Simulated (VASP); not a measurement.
# Rh (P-3m1) in VASP: single point with r2SCAN

Aim: the single point of Rh with r2SCAN.

Program: VASP 6.6.1. These are calculated values, not measurements. Logs are shortened: lines on timing, memory, paths and dates and some standing lists are left out, and cuts for length are marked.

### 1 The cell of the first run

The structure is trigonal, space group P-3m1 (No. 164). Conventional cell: a = 2.731 Å, b = 2.731 Å, c = 4.428 Å, α = 90.00°, β = 90.00°, γ = 120.00°. Rh (site symmetry 3m) has 12 Rh at 2.48 to 2.97 Å within 3.3 Å.

### 2 Single point, r2SCAN (atom 1 (Rh) moved by (+0.000, -0.300) A along y and z)

POSCAR reads:

```
Rh
1.0
    2.7309790422      0.0000000000      0.0000000000
   -1.3654895211      2.3650972278      0.0000000000
    0.0000000000      0.0000000000      4.4284890000
Rh
2
Direct
    0.6666666667      0.3333333333      0.6822568036
    0.3333333333      0.6666666667      0.2500000000
```

INCAR.step1 reads:

```
PREC     = Accurate       # precision mode
ENCUT    = 520            # plane-wave cutoff, eV
ISMEAR   = 0              # smearing method
SIGMA    = 0.15           # smearing width, eV
LREAL    = False          # projectors in reciprocal space
LASPH    = True           # aspherical terms in the spheres
NELM     = 80             # most SCF steps
NBANDS   = 22             # bands
GGA      = PE             # functional
ALGO     = Normal         # electronic algorithm
EDIFF    = 1E-4           # SCF threshold, eV
LWAVE    = True           # write WAVECAR
LCHARG   = False          # write CHGCAR
```

INCAR.step2 reads:

```
PREC     = Accurate       # precision mode
ENCUT    = 520            # plane-wave cutoff, eV
EDIFF    = 1E-7           # SCF threshold, eV
ISMEAR   = 0              # smearing method
SIGMA    = 0.15           # smearing width, eV
LREAL    = False          # projectors in reciprocal space
LASPH    = True           # aspherical terms in the spheres
NELM     = 80             # most SCF steps
ALGO     = Normal         # electronic algorithm
ISIF     = 2              # what is computed and relaxed
LWAVE    = False          # write WAVECAR
LCHARG   = False          # write CHGCAR
METAGGA  = R2SCAN         # meta-GGA
LMIXTAU  = True         
NBANDS   = 22             # bands
ISTART   = 1
```

KPOINTS reads:

```
regular mesh
0
Gamma
  18 18 12
```

Potentials or basis: VASP PAW PBE potentials, release 64 (Rh_pv).

On the command line:

```console
$ cat potpaw_PBE.64/Rh_pv/POTCAR > POTCAR
$ cp INCAR.step1 INCAR
$ mpirun -np 1 vasp_std > vasp.out
$ cp INCAR.step2 INCAR
$ mpirun -np 1 vasp_std > vasp.out
```

OUTCAR:

```text
PREC = Accurate
   ENCUT = 520
   EDIFF = 1E-7
   ISMEAR = 0
   LREAL = False
   LASPH = True
   NELM = 80
   ISIF = 2
   METAGGA = R2SCAN
   ISTART = 1

 ion  position               nearest neighbor table
   1  0.667  0.333  0.682-   2 2.48   2 2.48   2 2.48   2 2.97   2 2.97   2 2.97
   2  0.333  0.667  0.250-   1 2.48   1 2.48   1 2.48   1 2.97   1 2.97   1 2.97

  LATTYP: Found a hexagonal cell.
 ALAT       =     2.7309790422
 C/A-ratio  =     1.6215756077

  Lattice vectors:

 A1 = (   2.7309790422,   0.0000000000,   0.0000000000)
 A2 = (  -1.3654895211,   2.3650972278,   0.0000000000)
 A3 = (   0.0000000000,   0.0000000000,   4.4284890000)

Analysis of symmetry for initial positions (statically):
=====================================================================
 Subroutine PRICEL returns:
 Original cell was already a primitive cell.

 Routine SETGRP: Setting up the symmetry group for a
 hexagonal supercell.

 Subroutine GETGRP returns: Found 12 space group operations
 (whereof  6 operations were pure point group operations)
 out of a pool of 24 trial point group operations.

The static configuration has the point symmetry C_3v.
 The point group associated with its full space group is D_3d.

Analysis of symmetry for dynamics (positions and initial velocities):
=====================================================================
 Subroutine PRICEL returns:
 Original cell was already a primitive cell.

 Routine SETGRP: Setting up the symmetry group for a
 hexagonal supercell.

 Subroutine GETGRP returns: Found 12 space group operations
 (whereof  6 operations were pure point group operations)
 out of a pool of 24 trial point group operations.

The dynamic configuration has the point symmetry C_3v.
 The point group associated with its full space group is D_3d.

 Subroutine INISYM returns: Found 12 space group operations
 (whereof  6 operations are pure point group operations),
 and found     1 'primitive' translations

----------------------------------------------------------------------------------------

                                     Primitive cell

  volume of cell :      28.6037

  direct lattice vectors                    reciprocal lattice vectors
     2.730979042  0.000000000  0.000000000     0.366169049  0.211407799  0.000000000
    -1.365489521  2.365097228  0.000000000     0.000000000  0.422815599  0.000000000
     0.000000000  0.000000000  4.428489000     0.000000000  0.000000000  0.225810655

  length of vectors
     2.730979042  2.730979042  4.428489000     0.422815599  0.422815599  0.225810655

  position of ions in fractional coordinates (direct lattice)
     0.666666667  0.333333333  0.682256804
     0.333333333  0.666666667  0.250000000

  ion indices of the primitive-cell ions
   primitive index   ion index
                 1           1
                 2           2

----------------------------------------------------------------------------------------

 KPOINTS: regular mesh

Automatic generation of k-mesh.
 Grid dimensions read from file:
 generate k-points for:   18   18   12

 Generating k-lattice:

  Cartesian coordinates                     Fractional coordinates (reciprocal lattice)
     0.020342725  0.011744878  0.000000000     0.055555556  0.000000000  0.000000000
     0.000000000  0.023489755  0.000000000     0.000000000  0.055555556  0.000000000
     0.000000000  0.000000000  0.018817555     0.000000000  0.000000000  0.083333333

  Length of vectors
     0.023489755  0.023489755  0.018817555

  Shift w.r.t. Gamma in fractional coordinates (k-lattice)
     0.000000000  0.000000000  0.000000000

 Subroutine IBZKPT returns following result:
 ===========================================

 Found    394 irreducible k-points:

 Following reciprocal coordinates:
            Coordinates               Weight
  0.000000  0.000000  0.000000      1.000000
  0.055556  0.000000  0.000000      6.000000
  0.111111  0.000000  0.000000      6.000000
  0.166667  0.000000  0.000000      6.000000
  0.222222 -0.000000  0.000000      6.000000
  0.277778  0.000000  0.000000      6.000000
[... 16 lines left out ...]
  0.333333  0.111111  0.000000     12.000000
  0.388889  0.111111  0.000000     12.000000
 [... further k-points ...]
   k-points           NKPTS =    394   k-points in BZ     NKDIM =    394   number of bands    NBANDS=     22
   number of dos      NEDOS =    301   number of ions     NIONS =      2
   total plane-waves  NPLWV =  14400
   dimension x,y,z NGX =    20 NGY =   20 NGZ =   36
   dimension x,y,z NGXF=    40 NGYF=   40 NGZF=   72
   ions per type =               2
   NGX,Y,Z   is equivalent  to a cutoff of  12.17, 12.17, 13.51 a.u.
   NGXF,Y,Z  is equivalent  to a cutoff of  24.35, 24.35, 27.03 a.u.
 SYSTEM =  unknown system
   PREC   = accura    normal or accurate (medium, high low for compatibility)
   ISTART =      1    job   : 0-new  1-cont  2-samecut
   ICHARG =      0    charge: 1-file 2-atom 10-const
   ISPIN  =      1    spin polarized calculation?
   LNONCOLLINEAR =      F non collinear calculations
   LSORBIT =      F    spin-orbit coupling
   LASPH  =      T    aspherical Exc in radial PAW
   ENCUT  =  520.0 eV  38.22 Ry    6.18 a.u.   5.08  5.08  8.23*2*pi/ulx,y,z
   NELM   =     80;   NELMIN=  2; NELMDL=  0     # of ELM steps
   EDIFF  = 0.1E-06   stopping-criterion for ELM
   LREAL  =      F    real-space projection
   EDIFFG = 0.1E-05   stopping-criterion for IOM
   NSW    =      0    number of steps for IOM
   IBRION =     -1    ionic relax: 0-MD 1-quasi-New 2-CG
   NFREE  =      0    steps in history (QN), initial steepest desc. (CG)
   ISIF   =      2    stress and relaxation
   ISYM   =      2    0-nonsym 1-usesym 2-fastsym
   POTIM  = 0.5000    time-step for ionic-motion
   TEBEG  =    0.0;   TEEND  =   0.0 temperature during run
   PSTRESS=    0.0 pullay stress
   NELECT =      30.0000    total number of electrons
   NUPDOWN=      -1.0000    fix difference up-down
   EMIN   =  10.00;   EMAX   =-10.00  energy-range for DOS
   EFERMI =   0.00;   METHOD = LEGACY
   ISMEAR =     0;   SIGMA  =   0.15  broadening in eV -4-tet -1-fermi 0-gaus
   EFERMI_NEDOS =   21; number of points for ismear=-14 and -15
   IALGO  =     38    algorithm
   IMIX   =      4    mixing-type and parameters
     AMIX     =   0.40;   BMIX     =  1.00
     AMIX_MAG =   1.60;   BMIX_MAG =  1.00
  volume/ion in A,a.u.               =      14.30        96.51
  Fermi-wavevector in a.u.,A,eV,Ry     =   1.663314  3.143208 37.642066  2.766614
  Thomas-Fermi vector in A             =   2.750053
   LORBIT       =      0    0 simple, 1 ext, 2 COOP (PROOUT), +10 PAW based schemes
   METAGGA = R2SCAN    functional components
   LHFCALC =     F    Hartree Fock is set to
   AEXX    =    0.0000 exact exchange contribution
   IVDW    =     0    specifies the selected vdW correction
   LEPSILON=     F    determine dielectric tensor
   LRPA    =     F    only Hartree local field effects (RPA)
 non-spin polarized calculation
 Gauss-broadening in eV      SIGMA  =   0.15
  energy-cutoff  :      520.00
  volume of cell :       28.60
 maximum number of plane-waves:       785
   NGX = 11   NGY = 11   NGZ = 17

 number of electron      30.0000009 magnetization

 Free energy of the ion-electron system (eV)
  ---------------------------------------------------
  ext. energy  EPLUGINS =         0.00000000
  ---------------------------------------------------
  free energy    TOTEN  =       -47.75736398 eV

  energy without entropy =      -47.72425087  energy(sigma->0) =      -47.74080742

 E-fermi :  11.2217     XC(G=0): -14.8517

 val. band max:       11.2216224063   @ k =   0.3333  -0.0000   0.4167
 cond. band min:      11.2252627533   @ k =   0.3889   0.1667   0.0000
 fundamental gap:      0.0036403471
 Fermi energy:        11.2217427019

 k-point     1 :       0.0000    0.0000    0.0000
  band No.  band energies     occupation
      1     -37.5639      2.00000
      2     -36.8299      2.00000
      3     -36.8299      2.00000
      4     -36.6640      2.00000
      5     -36.6522      2.00000
      6     -36.6522      2.00000
[... 14 lines left out ...]
     21      28.5726      0.00000
     22      28.5728      0.00000

 k-point     2 :       0.0556    0.0000    0.0000
  band No.  band energies     occupation
      1     -37.5576      2.00000
      2     -36.8529      2.00000
      3     -36.8357      2.00000
      4     -36.6675      2.00000
      5     -36.6600      2.00000
      6     -36.6540      2.00000
[... 14 lines left out ...]
     21      28.5731      0.00000
     22      28.5733      0.00000

 k-point     3 :       0.1111    0.0000    0.0000
  band No.  band energies     occupation
      1     -37.5392      2.00000
      2     -36.9126      2.00000
      3     -36.8520      2.00000
      4     -36.7100      2.00000
      5     -36.6595      2.00000
      6     -36.6563      2.00000
[... 14 lines left out ...]
     21      28.5732      0.00000
     22      28.5733      0.00000

 k-point     4 :       0.1667    0.0000    0.0000
  band No.  band energies     occupation
      1     -37.5113      2.00000
      2     -36.9952      2.00000
      3     -36.8763      2.00000
      4     -36.7728      2.00000
      5     -36.6686      2.00000
      6     -36.6607      2.00000
[... 14 lines left out ...]
     21      28.5728      0.00000
     22      28.5732      0.00000

 k-point     5 :       0.2222   -0.0000    0.0000
  band No.  band energies     occupation
      1     -37.4780      2.00000
      2     -37.0899      2.00000
      3     -36.9053      2.00000
      4     -36.8447      2.00000
      5     -36.6803      2.00000
      6     -36.6756      2.00000
[... 417 lines left out ...]
 k-point    22 :       0.2778    0.1111    0.0000
  band No.  band energies     occupation
      1     -37.4134      2.00000
      2     -37.2629      2.00000
      3     -37.0495      2.00000
      4     -36.9072      2.00000
      5     -36.7518      2.00000
      6     -36.7248      2.00000
[... 14 lines left out ...]
     21      25.0061      0.00000
     22      28.0215      0.00000

 k-point    23 :       0.3333    0.1111    0.0000
  band No.  band energies     occupation
      1     -37.4045      2.00000
      2     -37.3260      2.00000
      3     -37.0605      2.00000
      4     -36.9381      2.00000
      5     -36.7769      2.00000
      6     -36.7450      2.00000
[... 14 lines left out ...]
     21      24.1278      0.00000
     22      26.9419      0.00000

 k-point    24 :       0.3889    0.1111    0.0000
  band No.  band energies     occupation
      1     -37.4060      2.00000
      2     -37.3651      2.00000
      3     -37.0599      2.00000
      4     -36.9546      2.00000
      5     -36.7997      2.00000
      6     -36.7577      2.00000
[... 14 lines left out ...]
     21      23.5465      0.00000
     22      25.6050      0.00000

 [... further k-points ...]
[... 5 lines left out ...]
  --------------------------------------------------------------------------------------
  -------------------------------------------------------------------------------------
  Total        0.3484743      0.3484743      1.5636353      0.0000000      0.0000000      0.0000000
  in kB       19.5190403     19.5190403     87.5836637      0.0000000      0.0000000      0.0000000
  external PRESSURE =      42.2072481 kB  Pullay stress =       0.0000000 kB

 VOLUME and BASIS-vectors are now :
 -----------------------------------------------------------------------------
  energy-cutoff  :      520.00
  volume of cell :       28.60
      direct lattice vectors                 reciprocal lattice vectors
     2.730979042  0.000000000  0.000000000     0.366169049  0.211407799  0.000000000
    -1.365489521  2.365097228  0.000000000     0.000000000  0.422815599  0.000000000
     0.000000000  0.000000000  4.428489000     0.000000000  0.000000000  0.225810655

 POSITION                                       TOTAL-FORCE (eV/Angst)
 -----------------------------------------------------------------------------------
      1.36549      0.78837      3.02137        -0.000000      0.000000      2.973058
     -0.00000      1.57673      1.10712         0.000000     -0.000000     -2.973058
 -----------------------------------------------------------------------------------
    total drift:                               -0.000000      0.000000      0.000018

  FREE ENERGIE OF THE ION-ELECTRON SYSTEM (eV)
  ---------------------------------------------------
  free  energy   TOTEN  =       -47.7573639785 eV

  energy  without entropy=      -47.7242508713  energy(sigma->0) =      -47.74080742
```

Run time: 12 min. Hardware: 1 thread of Intel Xeon Platinum 8259CL at 2.50GHz (Skylake/Cascade Lake), shared host; peak memory 0.3 GiB.

What came out:

```yaml
Free_energy: -47.7574 eV
Pressure: 4.2 GPa
Largest_force: 2.973 eV/Å
Band_gap_on_the_k_mesh: zero (bands 15 and 16 overlap by 2.01 eV)
```

Forces on the atoms (eV/Å):
```
Rh   0.000  0.000  2.973
Rh   0.000  0.000 -2.973
```

Levels at points of the mesh, in eV from the Fermi level:
| k point | band 12 | band 13 | band 14 | band 15 | band 16 | band 17 | band 18 | band 19 |
| --- | --- | --- | --- | --- | --- | --- | --- | --- |
| (0.00, 0.00, 0.00) | -3.19 | -3.02 | -1.62 | -1.62 | 0.29 | 0.29 | 1.23 | 7.70 |
| (0.50, 0.00, 0.00) | -2.12 | -2.05 | 0.20 | 0.37 | 0.90 | 3.00 | 5.23 | 9.26 |
| (0.00, 0.00, 0.50) | -3.48 | -3.48 | -2.23 | -0.90 | -0.90 | 0.12 | 0.12 | 12.79 |
| (0.50, 0.00, 0.50) | -0.76 | -0.59 | -0.23 | 0.28 | 0.67 | 2.17 | 3.43 | 8.49 |

Caveat: the cell differs from its parent crystal (atom 1 (Rh) moved by (+0.000, -0.300) A along y and z); the stress differs along the axes, from 2 to 9 GPa; the PAW data sets were made with another functional, which shifts forces and pressure a little.
